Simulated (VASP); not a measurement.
# Bi (I4/mmm) in VASP: a series of runs

Runs on Bi. Level: PBEsol. Tasks: single point.

Everything below comes from runs of VASP 6.6.1. Logs are shortened: lines on timing, memory, paths and dates and some standing lists are left out, and cuts for length are marked.

**1. The cell of the first run**

Symmetry: I4/mmm, No. 139, tetragonal system. The conventional cell has a = 8.856 Å, b = 8.856 Å, c = 2.718 Å, α = 90.00°, β = 90.00°, γ = 90.00°. Bi (site symmetry 4/mmm) has 2 Bi at 2.72 Å within 3.6 Å.

**2. Single point, PBEsol (strained)**

Input file INCAR:

```
SYSTEM = Bi
ALGO     = Normal         ! electronic algorithm
EDIFF    = 1E-7           ! SCF threshold, eV
ENCUT    = 520            ! plane-wave cutoff, eV
GGA      = PS             ! functional
ISIF     = 2              ! what is computed and relaxed
ISMEAR   = 0              ! smearing method
LASPH    = .True.         ! aspherical terms in the spheres
LCHARG   = .True.         ! write CHGCAR
LELF     = .True.         ! ELF
LREAL    = .False.        ! projectors in reciprocal space
LVHAR    = .True.       
LWAVE    = .False.        ! write WAVECAR
NBANDS   = 14             ! bands
NELM     = 100            ! most SCF steps
PREC     = Accurate       ! precision mode
SIGMA    = 0.1            ! smearing width, eV
```

Input file KPOINTS:

```
k-points
0
Gamma
  14 14 14
  0 0 0
```

Input file POSCAR:

```
Bi
1.0
   -4.4282496030      4.4282496030      1.3591931620
    4.4282496030     -4.4282496030      1.3591931620
    4.4282496030      4.4282496030     -1.3591931620
Bi
1
Direct
    0.0000000000      0.0000000000      0.0000000000
```

Potentials or basis: VASP PAW PBE potentials, release 64 (Bi_d).

The run is started by

```sh
$ cat potpaw_PBE.64/Bi_d/POTCAR > POTCAR
$ mpirun -np 1 vasp_std > vasp.out
```

OUTCAR:

```text
SYSTEM = Bi
   EDIFF = 1E-7
   ENCUT = 520
   GGA = PS
   ISIF = 2
   ISMEAR = 0
   LASPH = .True.
   LREAL = .False.
   NELM = 100
   PREC = Accurate

 ion  position               nearest neighbor table
   1  0.000  0.000  0.000-

  LATTYP: Found a body centered tetragonal cell.
 ALAT       =     8.8564992060
 C/A-ratio  =     0.3069368902

  Lattice vectors:

 A1 = (  -4.4282496030,   4.4282496030,   1.3591931620)
 A2 = (   4.4282496030,  -4.4282496030,   1.3591931620)
 A3 = (   4.4282496030,   4.4282496030,  -1.3591931620)

Analysis of symmetry for initial positions (statically):
=====================================================================
 Subroutine PRICEL returns:
 Original cell was already a primitive cell.

 Routine SETGRP: Setting up the symmetry group for a
 body centered tetragonal supercell.

 Subroutine GETGRP returns: Found 16 space group operations
 (whereof 16 operations were pure point group operations)
 out of a pool of 16 trial point group operations.

The static configuration has the point symmetry D_4h.

Analysis of symmetry for dynamics (positions and initial velocities):
=====================================================================
 Subroutine PRICEL returns:
 Original cell was already a primitive cell.

 Routine SETGRP: Setting up the symmetry group for a
 body centered tetragonal supercell.

 Subroutine GETGRP returns: Found 16 space group operations
 (whereof 16 operations were pure point group operations)
 out of a pool of 16 trial point group operations.

The dynamic configuration has the point symmetry D_4h.

 Subroutine INISYM returns: Found 16 space group operations
 (whereof 16 operations are pure point group operations),
 and found     1 'primitive' translations

----------------------------------------------------------------------------------------

                                     Primitive cell

  volume of cell :     106.6118

  direct lattice vectors                    reciprocal lattice vectors
    -4.428249603  4.428249603  1.359193162     0.000000000  0.112911431  0.367865300
     4.428249603 -4.428249603  1.359193162     0.112911431  0.000000000  0.367865300
     4.428249603  4.428249603 -1.359193162     0.112911431  0.112911431  0.000000000

  length of vectors
     6.408291125  6.408291125  6.408291125     0.384803677  0.384803677  0.159680877

  position of ions in fractional coordinates (direct lattice)
     0.000000000  0.000000000  0.000000000

  ion indices of the primitive-cell ions
   primitive index   ion index
                 1           1

----------------------------------------------------------------------------------------

 KPOINTS: k-points

Automatic generation of k-mesh.
 Grid dimensions read from file:
 generate k-points for:   14   14   14

 Generating k-lattice:

  Cartesian coordinates                     Fractional coordinates (reciprocal lattice)
     0.000000000  0.008065102  0.026276093     0.071428571 -0.000000000  0.000000000
     0.008065102  0.000000000  0.026276093    -0.000000000  0.071428571  0.000000000
     0.008065102  0.008065102  0.000000000     0.000000000  0.000000000  0.071428571

  Length of vectors
     0.027485977  0.027485977  0.011405777

  Shift w.r.t. Gamma in fractional coordinates (k-lattice)
     0.000000000  0.000000000  0.000000000

 Subroutine IBZKPT returns following result:
 ===========================================

 Found    244 irreducible k-points:

 Following reciprocal coordinates:
            Coordinates               Weight
  0.000000  0.000000  0.000000      1.000000
  0.071429 -0.000000  0.000000      8.000000
  0.142857  0.000000 -0.000000      8.000000
  0.214286 -0.000000  0.000000      8.000000
  0.285714  0.000000  0.000000      8.000000
  0.357143 -0.000000  0.000000      8.000000
[... 16 lines left out ...]
  0.214286  0.142857  0.000000     16.000000
  0.285714  0.142857  0.000000     16.000000
 [... further k-points ...]
   k-points           NKPTS =    244   k-points in BZ     NKDIM =    244   number of bands    NBANDS=     14
   number of dos      NEDOS =    301   number of ions     NIONS =      1
   total plane-waves  NPLWV = 110592
   dimension x,y,z NGX =    48 NGY =   48 NGZ =   48
   dimension x,y,z NGXF=    96 NGYF=   96 NGZF=   96
   ions per type =               1
   NGX,Y,Z   is equivalent  to a cutoff of  12.45, 12.45, 12.45 a.u.
   NGXF,Y,Z  is equivalent  to a cutoff of  24.90, 24.90, 24.90 a.u.
 SYSTEM =  Bi
   PREC   = accura    normal or accurate (medium, high low for compatibility)
   ISTART =      0    job   : 0-new  1-cont  2-samecut
   ICHARG =      2    charge: 1-file 2-atom 10-const
   ISPIN  =      1    spin polarized calculation?
   LNONCOLLINEAR =      F non collinear calculations
   LSORBIT =      F    spin-orbit coupling
   LASPH  =      T    aspherical Exc in radial PAW
   ENCUT  =  520.0 eV  38.22 Ry    6.18 a.u.  11.92 11.92 11.92*2*pi/ulx,y,z
   NELM   =    100;   NELMIN=  2; NELMDL= -5     # of ELM steps
   EDIFF  = 0.1E-06   stopping-criterion for ELM
   LREAL  =      F    real-space projection
   EDIFFG = 0.1E-05   stopping-criterion for IOM
   NSW    =      0    number of steps for IOM
   IBRION =     -1    ionic relax: 0-MD 1-quasi-New 2-CG
   NFREE  =      0    steps in history (QN), initial steepest desc. (CG)
   ISIF   =      2    stress and relaxation
   ISYM   =      2    0-nonsym 1-usesym 2-fastsym
   POTIM  = 0.5000    time-step for ionic-motion
   TEBEG  =    0.0;   TEEND  =   0.0 temperature during run
   PSTRESS=    0.0 pullay stress
   NELECT =      15.0000    total number of electrons
   NUPDOWN=      -1.0000    fix difference up-down
   EMIN   =  10.00;   EMAX   =-10.00  energy-range for DOS
   EFERMI =   0.00;   METHOD = LEGACY
   ISMEAR =     0;   SIGMA  =   0.10  broadening in eV -4-tet -1-fermi 0-gaus
   EFERMI_NEDOS =   21; number of points for ismear=-14 and -15
   IALGO  =     38    algorithm
   IMIX   =      4    mixing-type and parameters
     AMIX     =   0.40;   BMIX     =  1.00
     AMIX_MAG =   1.60;   BMIX_MAG =  1.00
  volume/ion in A,a.u.               =     106.61       719.45
  Fermi-wavevector in a.u.,A,eV,Ry     =   0.851472  1.609048  9.864275  0.725004
  Thomas-Fermi vector in A             =   1.967610
   LORBIT       =      0    0 simple, 1 ext, 2 COOP (PROOUT), +10 PAW based schemes
   GGA     = PS    functional components
   LHFCALC =     F    Hartree Fock is set to
   AEXX    =    0.0000 exact exchange contribution
   IVDW    =     0    specifies the selected vdW correction
   LEPSILON=     F    determine dielectric tensor
   LRPA    =     F    only Hartree local field effects (RPA)
 non-spin polarized calculation
 Gauss-broadening in eV      SIGMA  =   0.10
  energy-cutoff  :      520.00
  volume of cell :      106.61
 maximum number of plane-waves:      2894
   NGX = 23   NGY = 23   NGZ = 23

 number of electron      14.9999995 magnetization

 Free energy of the ion-electron system (eV)
  ---------------------------------------------------
  ext. energy  EPLUGINS =         0.00000000
  ---------------------------------------------------
  free energy    TOTEN  =        -2.96593662 eV

  energy without entropy =       -2.95736057  energy(sigma->0) =       -2.96164859

 E-fermi :  -1.1014     XC(G=0):  -4.6919

 val. band max:       -1.1139619336   @ k =  -0.3571  -0.3571   0.1429
 cond. band min:      -1.0912242156   @ k =   0.1429   0.1429   0.0714
 fundamental gap:      0.0227377180
 Fermi energy:        -1.1014037210

 k-point     1 :       0.0000    0.0000    0.0000
  band No.  band energies     occupation
      1     -24.5208      2.00000
      2     -23.6548      2.00000
      3     -23.6546      2.00000
      4     -23.4390      2.00000
      5     -23.4390      2.00000
      6     -13.3679      2.00000
      7      -2.8809      2.00000
      8      -2.8809      2.00000
      9       1.6831      0.00000
     10       3.4157      0.00000
     11       5.6718      0.00000
     12       6.4369      0.00000
     13       6.4370      0.00000
     14       7.3857      0.00000

 k-point     2 :       0.0714   -0.0000    0.0000
  band No.  band energies     occupation
      1     -24.4554      2.00000
      2     -23.6519      2.00000
      3     -23.6518      2.00000
      4     -23.4647      2.00000
      5     -23.4647      2.00000
      6     -13.2644      2.00000
      7      -2.7556      2.00000
      8      -2.7550      2.00000
      9       1.8027      0.00000
     10       3.5270      0.00000
     11       5.6691      0.00000
     12       6.5377      0.00000
     13       6.5583      0.00000
     14       7.6189      0.00000

 k-point     3 :       0.1429    0.0000   -0.0000
  band No.  band energies     occupation
      1     -24.2711      2.00000
      2     -23.6440      2.00000
      3     -23.6439      2.00000
      4     -23.5362      2.00000
      5     -23.5362      2.00000
      6     -12.9488      2.00000
      7      -2.3878      2.00000
      8      -2.3855      2.00000
      9       2.1611      0.00000
     10       3.8613      0.00000
     11       5.4796      0.00000
     12       5.7232      0.00000
     13       6.8449      0.00000
     14       6.9188      0.00000
[... 324 lines left out ...]
 k-point    23 :       0.2143    0.1429    0.0000
  band No.  band energies     occupation
      1     -23.8458      2.00000
      2     -23.8458      2.00000
      3     -23.6081      2.00000
      4     -23.6080      2.00000
      5     -23.4252      2.00000
      6     -10.6006      2.00000
      7      -2.3021      2.00000
      8      -0.1639      0.00000
      9      -0.0877      0.00000
     10       4.4219      0.00000
     11       5.9933      0.00000
     12       7.1431      0.00000
     13       7.3149      0.00000
     14       7.5477      0.00000

 k-point    24 :       0.2857    0.1429    0.0000
  band No.  band energies     occupation
      1     -23.9123      2.00000
      2     -23.9123      2.00000
      3     -23.6001      2.00000
      4     -23.5999      2.00000
      5     -23.2340      2.00000
      6      -9.4333      2.00000
      7      -4.3467      2.00000
      8       0.6652      0.00000
      9       0.7321      0.00000
     10       5.4524      0.00000
     11       5.8949      0.00000
     12       6.1311      0.00000
     13       7.3714      0.00000
     14       8.2888      0.00000

 [... further k-points ...]

------------------------ aborting loop because EDIFF is reached ----------------------------------------

  FORCE on cell =-STRESS in cart. coord.  units (eV):
  Direction    XX          YY          ZZ          XY          YZ          ZX
  --------------------------------------------------------------------------------------
  -------------------------------------------------------------------------------------
  Total       -0.1076977     -0.1076977      2.9390147      0.0000000      0.0000000      0.0000000
  in kB       -1.6184965     -1.6184965     44.1679240      0.0000000      0.0000000      0.0000000
  external PRESSURE =      13.6436437 kB  Pullay stress =       0.0000000 kB

 VOLUME and BASIS-vectors are now :
 -----------------------------------------------------------------------------
  energy-cutoff  :      520.00
  volume of cell :      106.61
      direct lattice vectors                 reciprocal lattice vectors
    -4.428249603  4.428249603  1.359193162     0.000000000  0.112911431  0.367865300
     4.428249603 -4.428249603  1.359193162     0.112911431  0.000000000  0.367865300
     4.428249603  4.428249603 -1.359193162     0.112911431  0.112911431  0.000000000

 POSITION                                       TOTAL-FORCE (eV/Angst)
 -----------------------------------------------------------------------------------
      0.00000      0.00000      0.00000         0.000000      0.000000      0.000000
 -----------------------------------------------------------------------------------
    total drift:                               -0.000000      0.000000      0.000000

  FREE ENERGIE OF THE ION-ELECTRON SYSTEM (eV)
  ---------------------------------------------------
  free  energy   TOTEN  =        -2.9659366173 eV

  energy  without entropy=       -2.9573605686  energy(sigma->0) =       -2.96164859
```

It took 4.6 min on 1 thread of Intel Xeon Platinum 8488C (Sapphire Rapids), shared host; peak memory 0.53 GiB.

What came out:

| Item | Value |
| --- | --- |
| Free energy | -2.9659 eV |
| Pressure | 1.4 GPa |

Stress tensor (GPa, compression positive):
```
-0.16  0.00  0.00
 0.00 -0.16  0.00
 0.00  0.00  4.42
```

Levels at points of the mesh, in eV from the Fermi level:
| k point | band 6 | band 7 | band 8 | band 9 | band 10 | band 11 |
| --- | --- | --- | --- | --- | --- | --- |
| (0.00, 0.00, 0.00) | -12.27 | -1.78 | -1.78 | 2.78 | 4.52 | 6.77 |
| (0.50, 0.00, 0.00) | -7.62 | -4.26 | 2.17 | 2.17 | 6.36 | 6.48 |
| (0.50, 0.50, 0.00) | -12.26 | -2.02 | -1.76 | 3.72 | 4.85 | 5.59 |
| (0.50, 0.50, 0.50) | -12.26 | -1.98 | -1.98 | 3.98 | 6.06 | 6.06 |

Caveat: the cell differs from its parent crystal (strained); the PAW data sets were made with another functional, which shifts forces and pressure a little; spin-orbit coupling is left out, which moves the levels of the heavy elements.

**3. Single point, PBEsol**

This run uses another cell than the first one, of 103.72 Å³/atom, 0.973 times its volume.

Input file INCAR:

```
PREC = Accurate ; ENCUT = 520
EDIFF = 1E-6 ; ISMEAR = 0
SIGMA = 0.1 ; LREAL = F
LASPH = T ; NELM = 60
ALGO = Normal ; ISIF = 2
LWAVE = F ; LCHARG = F
GGA = PS ; NBANDS = 14
```

Input file KPOINTS:

```
Automatic mesh
0
Gamma
  6 6 6
```

Input file POSCAR:

```
Bi
1.0
   -4.2574820000      4.2574820000      1.4305640000
    4.2574820000     -4.2574820000      1.4305640000
    4.2574820000      4.2574820000     -1.4305640000
Bi
1
Direct
    0.0000000000      0.0000000000      0.0000000000
```

Potentials or basis: VASP PAW PBE potentials, release 64 (Bi_d).

The run is started by

```sh
$ cat potpaw_PBE.64/Bi_d/POTCAR > POTCAR
$ mpirun -np 1 vasp_std > vasp.out
```

OUTCAR:

```text
PREC = Accurate
   ENCUT = 520
   EDIFF = 1E-6
   ISMEAR = 0
   LREAL = F
   LASPH = T
   NELM = 60
   ISIF = 2
   GGA = PS

 ion  position               nearest neighbor table
   1  0.000  0.000  0.000-

  LATTYP: Found a body centered tetragonal cell.
 ALAT       =     8.5149640000
 C/A-ratio  =     0.3360117553

  Lattice vectors:

 A1 = (  -4.2574820000,   4.2574820000,   1.4305640000)
 A2 = (   4.2574820000,  -4.2574820000,   1.4305640000)
 A3 = (   4.2574820000,   4.2574820000,  -1.4305640000)

Analysis of symmetry for initial positions (statically):
=====================================================================
 Subroutine PRICEL returns:
 Original cell was already a primitive cell.

 Routine SETGRP: Setting up the symmetry group for a
 body centered tetragonal supercell.

 Subroutine GETGRP returns: Found 16 space group operations
 (whereof 16 operations were pure point group operations)
 out of a pool of 16 trial point group operations.

The static configuration has the point symmetry D_4h.

Analysis of symmetry for dynamics (positions and initial velocities):
[... 170 lines left out ...]
      4     -23.0079      2.00000
      5     -23.0079      2.00000
      6     -12.5667      2.00000
      7      -2.2920      2.00000
      8      -2.2920      2.00000
      9       1.8044      0.00000
     10       3.6077      0.00000
     11       6.2217      0.00000
     12       6.8930      0.00000
     13       6.8930      0.00000
     14       7.9188      0.00000
[... 377 lines left out ...]
      1     -23.3226      2.00000
      2     -23.3226      2.00000
      3     -23.2662      2.00000
      4     -23.2662      2.00000
      5     -22.7684      2.00000
      6      -8.8997      2.00000
      7      -4.4409      2.00000
      8       0.9065      0.00000
      9       0.9090      0.00000
     10       5.2939      0.00000
     11       5.3648      0.00000
     12       6.5044      0.00000
     13       7.5430      0.00000
     14       8.0889      0.00000

 [... further k-points ...]

------------------------ aborting loop because EDIFF is reached ----------------------------------------

  FORCE on cell =-STRESS in cart. coord.  units (eV):
  Direction    XX          YY          ZZ          XY          YZ          ZX
  --------------------------------------------------------------------------------------
  -------------------------------------------------------------------------------------
  Total       -0.0355147     -0.0355147      1.7543068      0.0000000      0.0000000      0.0000000
  in kB       -0.5485870     -0.5485870     27.0983726      0.0000000      0.0000000      0.0000000
  external PRESSURE =       8.6670662 kB  Pullay stress =       0.0000000 kB

 VOLUME and BASIS-vectors are now :
 -----------------------------------------------------------------------------
  energy-cutoff  :      520.00
  volume of cell :      103.72
      direct lattice vectors                 reciprocal lattice vectors
    -4.257482000  4.257482000  1.430564000     0.000000000  0.117440309  0.349512500
     4.257482000 -4.257482000  1.430564000     0.117440309  0.000000000  0.349512500
     4.257482000  4.257482000 -1.430564000     0.117440309  0.117440309  0.000000000

 POSITION                                       TOTAL-FORCE (eV/Angst)
 -----------------------------------------------------------------------------------
      0.00000      0.00000      0.00000        -0.000000     -0.000000     -0.000000
 -----------------------------------------------------------------------------------
    total drift:                               -0.000000      0.000000      0.000000

  FREE ENERGIE OF THE ION-ELECTRON SYSTEM (eV)
  ---------------------------------------------------
  free  energy   TOTEN  =        -2.9932468219 eV

  energy  without entropy=       -2.9932468219  energy(sigma->0) =       -2.99324682
```

It took 1.7 min on 1 thread of AMD EPYC 7R13, shared host; peak memory 0.31 GiB.

Results:

| Item | Value |
| --- | --- |
| Free energy | -2.9932 eV |
| Pressure | 0.9 GPa |

Caveat: the k points lie up to 0.39 Å⁻¹ apart; the PAW data sets were made with another functional, which shifts forces and pressure a little; spin-orbit coupling is left out, which moves the levels of the heavy elements.
